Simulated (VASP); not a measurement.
# WS2 (R3m) in VASP: a series of runs

WS2 is run at these levels: PBEsol; tasks: single point.

Everything below comes from runs of VASP 6.6.1. Logs are shortened: lines on timing, memory, paths and dates and some standing lists are left out, and cuts for length are marked.

## 1. The cell of the first run

It takes space group R3m (No. 160, trigonal). The conventional cell has a = 3.147 Å, b = 3.147 Å, c = 19.155 Å, α = 90.00°, β = 90.00°, γ = 120.00°. W (site symmetry 3m) has 6 S at 2.40 Å and 6 W at 3.15 Å within 3.2 Å. Within 3.2 Å of S (site symmetry 3m) lie 3 W at 2.40 Å and 7 S at 3.13 to 3.15 Å. S (site symmetry 3m) has 3 W at 2.40 Å and 7 S at 3.13 to 3.15 Å within 3.2 Å.

## 2. Single point, PBEsol

Contents of INCAR:

```
PREC = Accurate
ENCUT = 520
EDIFF = 1E-7
ISMEAR = 0
SIGMA = 0.02
LREAL = False
LASPH = True
NELM = 60
ALGO = Normal
ISIF = 2
LWAVE = False
LCHARG = False
GGA = PS
NBANDS = 49
```

Contents of KPOINTS:

```
Automatic mesh
0
Gamma
  12 12 2
```

Contents of POSCAR:

```
WS2
1.0
    3.1472785917      0.0000000000      0.0000000000
   -1.5736392959      2.7256232132      0.0000000000
    0.0000000000      0.0000000000     19.1549487067
W S
3 6
Direct
    0.6666666667      0.3333333333      0.3326615697
    0.3333333333      0.6666666667      0.6659949031
    0.0000000000      0.0000000000      0.9993282364
    0.3333333333      0.6666666667      0.2508537502
    0.6666666667      0.3333333333      0.0811180134
    0.0000000000      0.0000000000      0.5841870836
    0.3333333333      0.6666666667      0.4144513467
    0.6666666667      0.3333333333      0.9175204169
    0.0000000000      0.0000000000      0.7477846800
```

Potentials or basis: VASP PAW PBE potentials, release 64 (W_sv, S).

Command:

```sh
> cat potpaw_PBE.64/W_sv/POTCAR potpaw_PBE.64/S/POTCAR > POTCAR
> mpirun -np 1 vasp_std > vasp.out
```

OUTCAR:

```text
PREC = Accurate
   ENCUT = 520
   EDIFF = 1E-7
   ISMEAR = 0
   LREAL = False
   LASPH = True
   NELM = 60
   ISIF = 2
   GGA = PS

 ion  position               nearest neighbor table
   1  0.667  0.333  0.333-   7 2.40   7 2.40   7 2.40   4 2.40   4 2.40   4 2.40
   2  0.333  0.667  0.666-   9 2.40   9 2.40   9 2.40   6 2.40   6 2.40   6 2.40
   3  0.000  0.000  0.999-   5 2.40   5 2.40   5 2.40   8 2.40   8 2.40   8 2.40
   4  0.333  0.667  0.251-   1 2.40   1 2.40   1 2.40
   5  0.667  0.333  0.081-   3 2.40   3 2.40   3 2.40
   6  0.000  0.000  0.584-   2 2.40   2 2.40   2 2.40
   7  0.333  0.667  0.414-   1 2.40   1 2.40   1 2.40
   8  0.667  0.333  0.918-   3 2.40   3 2.40   3 2.40
   9  0.000  0.000  0.748-   2 2.40   2 2.40   2 2.40

  LATTYP: Found a hexagonal cell.
 ALAT       =     3.1472785917
 C/A-ratio  =     6.0861941988

  Lattice vectors:

 A1 = (   3.1472785917,   0.0000000000,   0.0000000000)
 A2 = (  -1.5736392959,   2.7256232132,   0.0000000000)
 A3 = (   0.0000000000,   0.0000000000,  19.1549487067)

Analysis of symmetry for initial positions (statically):
=====================================================================
 Subroutine PRICEL returns following result:

  LATTYP: Found a trigonal (rhomboedric) cell.
 ALAT       =     6.6385084292
 COS(alpha) =     0.8876173271

  Lattice vectors:

 A1 = (   1.5736392957,  -0.9085410710,  -6.3849829016)
 A2 = (  -1.5736392955,  -0.9085410712,  -6.3849829035)
 A3 = (  -0.0000000002,   1.8170821422,  -6.3849829016)

   3 primitive cells build up your supercell.

 Routine SETGRP: Setting up the symmetry group for a
 hexagonal supercell.

 Subroutine GETGRP returns: Found  6 space group operations
 (whereof  6 operations were pure point group operations)
 out of a pool of 24 trial point group operations.

The static configuration has the point symmetry C_3v.

Analysis of symmetry for dynamics (positions and initial velocities):
=====================================================================
 Subroutine PRICEL returns following result:

  LATTYP: Found a trigonal (rhomboedric) cell.
[... 114 lines left out ...]
   ISPIN  =      1    spin polarized calculation?
   LNONCOLLINEAR =      F non collinear calculations
   LSORBIT =      F    spin-orbit coupling
   LASPH  =      T    aspherical Exc in radial PAW
   ENCUT  =  520.0 eV  38.22 Ry    6.18 a.u.   5.85  5.85 35.62*2*pi/ulx,y,z
   NELM   =     60;   NELMIN=  2; NELMDL= -5     # of ELM steps
   EDIFF  = 0.1E-06   stopping-criterion for ELM
   LREAL  =      F    real-space projection
   EDIFFG = 0.1E-05   stopping-criterion for IOM
   NSW    =      0    number of steps for IOM
   IBRION =     -1    ionic relax: 0-MD 1-quasi-New 2-CG
   NFREE  =      0    steps in history (QN), initial steepest desc. (CG)
   ISIF   =      2    stress and relaxation
   ISYM   =      2    0-nonsym 1-usesym 2-fastsym
   POTIM  = 0.5000    time-step for ionic-motion
   TEBEG  =    0.0;   TEEND  =   0.0 temperature during run
   PSTRESS=    0.0 pullay stress
   NELECT =      78.0000    total number of electrons
   NUPDOWN=      -1.0000    fix difference up-down
   EMIN   =  10.00;   EMAX   =-10.00  energy-range for DOS
   EFERMI =   0.00;   METHOD = LEGACY
   ISMEAR =     0;   SIGMA  =   0.02  broadening in eV -4-tet -1-fermi 0-gaus
   EFERMI_NEDOS =   21; number of points for ismear=-14 and -15
   IALGO  =     38    algorithm
   IMIX   =      4    mixing-type and parameters
     AMIX     =   0.40;   BMIX     =  1.00
     AMIX_MAG =   1.60;   BMIX_MAG =  1.00
  volume/ion in A,a.u.               =      18.26       123.21
  Fermi-wavevector in a.u.,A,eV,Ry     =   1.277063  2.413299 22.189609  1.630890
  Thomas-Fermi vector in A             =   2.409684
   LORBIT       =      0    0 simple, 1 ext, 2 COOP (PROOUT), +10 PAW based schemes
   GGA     = PS    functional components
   LHFCALC =     F    Hartree Fock is set to
   AEXX    =    0.0000 exact exchange contribution
   IVDW    =     0    specifies the selected vdW correction
   LEPSILON=     F    determine dielectric tensor
   LRPA    =     F    only Hartree local field effects (RPA)
 non-spin polarized calculation
 Gauss-broadening in eV      SIGMA  =   0.02
  energy-cutoff  :      520.00
  volume of cell :      164.32
 maximum number of plane-waves:      4450
 NGX is ok and might be reduce to    24
   NGX = 11   NGY = 11   NGZ = 71

 number of electron      77.9999987 magnetization

 Free energy of the ion-electron system (eV)
  ---------------------------------------------------
  ext. energy  EPLUGINS =         0.00000000
  ---------------------------------------------------
  free energy    TOTEN  =       -75.82083302 eV

  energy without entropy =      -75.82083302  energy(sigma->0) =      -75.82083302

 E-fermi :   7.0793     XC(G=0): -10.8923

 val. band max:        6.8801093124   @ k =   0.0000   0.0000   0.5000
 cond. band min:       8.0544561632   @ k =   0.1667   0.1667   0.0000
 fundamental gap:      1.1743468508
 Fermi energy:         7.0792723455

 k-point     1 :       0.0000    0.0000    0.0000
  band No.  band energies     occupation
      1     -67.5336      2.00000
      2     -67.5336      2.00000
      3     -67.5336      2.00000
      4     -31.8120      2.00000
      5     -31.8120      2.00000
      6     -31.8120      2.00000
[... 1237 lines left out ...]
     48      10.3227      0.00000
     49      10.8400      0.00000

 [... further k-points ...]
[... 5 lines left out ...]
  --------------------------------------------------------------------------------------
  -------------------------------------------------------------------------------------
  Total        0.1064911      0.1064911      0.1155849     -0.0000000      0.0000000      0.0000000
  in kB        1.0383458      1.0383458      1.1270147     -0.0000000      0.0000000      0.0000000
  external PRESSURE =       1.0679021 kB  Pullay stress =       0.0000000 kB

 VOLUME and BASIS-vectors are now :
 -----------------------------------------------------------------------------
  energy-cutoff  :      520.00
  volume of cell :      164.32
      direct lattice vectors                 reciprocal lattice vectors
     3.147278592  0.000000000  0.000000000     0.317734821  0.183444284  0.000000000
    -1.573639296  2.725623213  0.000000000     0.000000000  0.366888569  0.000000000
     0.000000000  0.000000000 19.154948707     0.000000000  0.000000000  0.052205830

 POSITION                                       TOTAL-FORCE (eV/Angst)
 -----------------------------------------------------------------------------------
      1.57364      0.90854      6.37212         0.000000      0.000000     -0.000116
     -0.00000      1.81708     12.75710        -0.000000     -0.000000     -0.000116
      0.00000      0.00000     19.14208        -0.000000     -0.000000     -0.000116
     -0.00000      1.81708      4.80509        -0.000000      0.000000     -0.021427
      1.57364      0.90854      1.55381         0.000000     -0.000000      0.021543
      0.00000      0.00000     11.19007         0.000000      0.000000     -0.021427
     -0.00000      1.81708      7.93879         0.000000      0.000000      0.021543
      1.57364      0.90854     17.57506        -0.000000     -0.000000     -0.021427
      0.00000      0.00000     14.32378        -0.000000     -0.000000      0.021543
 -----------------------------------------------------------------------------------
    total drift:                                0.000000      0.000000     -0.000085

  FREE ENERGIE OF THE ION-ELECTRON SYSTEM (eV)
  ---------------------------------------------------
  free  energy   TOTEN  =       -75.8208330228 eV

  energy  without entropy=      -75.8208330228  energy(sigma->0) =      -75.82083302
```

OSZICAR:

```text
N       E                     dE             d eps       ncg     rms          rms(c)
DAV:   1     0.792169915647E+03    0.79217E+03   -0.40574E+04  3996   0.159E+03
DAV:   2    -0.211831216380E+02   -0.81335E+03   -0.78485E+03  4287   0.440E+02
DAV:   3    -0.779618797868E+02   -0.56779E+02   -0.55638E+02  4688   0.109E+02
DAV:   4    -0.796314463788E+02   -0.16696E+01   -0.16584E+01  4589   0.186E+01
DAV:   5    -0.796765524103E+02   -0.45106E-01   -0.45050E-01  4704   0.314E+00    0.486E+01
DAV:   6    -0.763726761519E+02    0.33039E+01   -0.14110E+01  4460   0.194E+01    0.209E+01
DAV:   7    -0.760264822288E+02    0.34619E+00   -0.44744E+00  4270   0.844E+00    0.742E+00
DAV:   8    -0.758223560988E+02    0.20413E+00   -0.73405E-01  4469   0.452E+00    0.228E+00
DAV:   9    -0.758253910196E+02   -0.30349E-02   -0.98039E-02  4983   0.127E+00    0.132E+00
DAV:  10    -0.758215368953E+02    0.38541E-02   -0.44899E-02  4593   0.114E+00    0.494E-01
DAV:  11    -0.758208907920E+02    0.64610E-03   -0.63968E-03  4564   0.430E-01    0.176E-01
DAV:  12    -0.758208032097E+02    0.87582E-04   -0.33617E-04  4646   0.102E-01    0.623E-02
DAV:  13    -0.758208330212E+02   -0.29811E-04   -0.13909E-04  4670   0.560E-02    0.309E-02
DAV:  14    -0.758208324174E+02    0.60378E-06   -0.12074E-05  4774   0.204E-02    0.138E-02
DAV:  15    -0.758208328961E+02   -0.47876E-06   -0.30489E-06  4661   0.779E-03    0.216E-03
DAV:  16    -0.758208330473E+02   -0.15119E-06   -0.39154E-07  4109   0.270E-03    0.199E-03
DAV:  17    -0.758208330228E+02    0.24523E-07   -0.75862E-08  2747   0.162E-03
   1 F= -.75820833E+02 E0= -.75820833E+02  d E =-.336004E-47
```

stdout:

```text
POSCAR found type information on POSCAR W S
 POSCAR found :  2 types and       9 ions
 scaLAPACK will be used
 -----------------------------------------------------------------------------
|                                                                             |
|                                                                             |
|     You enforced a specific xc type in the INCAR file but a different       |
|     I HOPE YOU KNOW WHAT YOU ARE DOING!                                     |
|                                                                             |
 -----------------------------------------------------------------------------

 LDA part: xc-table for (Slater+PW92), standard interpolation
 POSCAR, INCAR and KPOINTS ok, starting setup
 FFT: planning ... GRIDC
 FFT: planning ... GRID_SOFT
 FFT: planning ... GRID
 WAVECAR not read
 entering main loop
```

Run time: 6.7 min. Hardware: 1 thread of Intel Xeon Platinum 8259CL at 2.50GHz (Skylake/Cascade Lake), shared host; peak memory 0.39 GiB.

What came out:

```
Free energy            : -75.8208 eV
Pressure               : 0.1 GPa
Largest force          : 0.022 eV/Å
Band gap on the k mesh : 1.17 eV
```

Forces on the atoms (eV/Å):
```
W    0.000  0.000  0.000
W    0.000  0.000  0.000
W    0.000  0.000  0.000
S    0.000  0.000 -0.021
S    0.000  0.000  0.022
S    0.000  0.000 -0.021
S    0.000  0.000  0.022
S    0.000  0.000 -0.021
S    0.000  0.000  0.022
```

Caveat: the PAW data sets were made with another functional, which shifts forces and pressure a little; spin-orbit coupling is left out, which moves the levels of the heavy elements; this functional lacks dispersion, which binds layers or chains, so the pressure and a relaxed spacing across them are unreliable. A k mesh can miss the band edges.

(Part 1 of 2 ends here.)
